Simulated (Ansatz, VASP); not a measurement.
**CaTaO: VASP beside Ansatz**

Contents of INCAR:

```
SYSTEM = CaTaO
PREC     = Accurate       ! precision mode
ENCUT    = 600            ! plane-wave cutoff, eV
EDIFF    = 1E-6           ! SCF threshold, eV
ISMEAR   = 0              ! smearing method
SIGMA    = 0.1            ! smearing width, eV
LREAL    = .False.        ! projectors in reciprocal space
LASPH    = .True.         ! aspherical terms in the spheres
NELM     = 100            ! most SCF steps
ALGO     = Normal         ! electronic algorithm
ISIF     = 3              ! what is computed and relaxed
LWAVE    = .False.        ! write WAVECAR
LCHARG   = .False.        ! write CHGCAR
GGA      = PE             ! functional
IBRION   = 2              ! ionic algorithm
NSW      = 100            ! ionic steps
EDIFFG   = -0.01          ! ionic threshold
```

Contents of KPOINTS:

```
Automatic mesh
0
Gamma
  14 14 12
  0 0 0
```

File POSCAR:

```
CaTaO
1.0
    3.4117141036      0.0000000000      0.0000000000
    0.0000000000      3.4117141036      0.0000000000
    0.0000000000      0.0000000000      4.1761671405
Ca Ta O
1 1 1
Direct
    0.5000000000      0.5000000000      0.5000000000
    0.0000000000      0.0000000000      0.0000000000
    0.0000000000      0.0000000000      0.5000000000
```

Input for Ansatz:

```yaml
crystal:
  lattice:
    - [3.4117141036, 0.0, 0.0]
    - [0.0, 3.4117141036, 0.0]
    - [0.0, 0.0, 4.1761671405]
  atoms:
    - { symbol: Ca, position: [0.5, 0.5, 0.5] }
    - { symbol: Ta, position: [0.0, 0.0, 0.0] }
    - { symbol: O, position: [0.0, 0.0, 0.5] }
basis:
  ecutwfc: 420
kpoints:
  mp_grid: { grid: [14, 14, 12] }
hamiltonian:
  xc: pbe
scf:
  occupations: { method: gaussian, width: 0.1 }
output:
  forces: true
  stress: true
  eigenvalues: true
  write_density: true
  write_potential: true
  elf: true
  volumetric_format: npy
relax:
  adjacent_minimum: "off"
  f_tol: 0.01
  max_steps: 80
  cell: { stress_tol: 0.05 }
```

Alike in both runs: task relaxation of cell and atoms; functional PBE; k mesh 14 × 14 × 12; occupations gaussian, width 0.1 eV; no spin polarisation.

|  | VASP | Ansatz |
| --- | --- | --- |
| version | VASP 6.6.1 | Ansatz 0.2.0 |
| potentials or method | VASP PAW PBE potentials, release 64 (Ca_sv, Ta_pv, O), cutoff 600 eV | scalar-relativistic, plane waves, PAW |
| valence electrons in the cell | 27 | 29 |

Ansatz gave:

- gap on the k mesh at the Fermi level, each at its own relaxed structure (eV): none
- relaxed volume (Å³/atom): 16.25
- relaxed cell length with the largest relative difference (Å): 3.419

**Question.** Estimate VASP's values.

**Answer.** gap on the k mesh at the Fermi level, each at its own relaxed structure (eV): none; relaxed volume (Å³/atom): 16.30; relaxed cell length with the largest relative difference (Å): 3.424.

A gap of «none» marks a metal or a gap that the smearing closes. VASP's potentials hold 27 valence electrons a cell and Ansatz's 29, so a difference there can come from the potentials and not from the codes.

Neither program's run includes spin-orbit coupling.
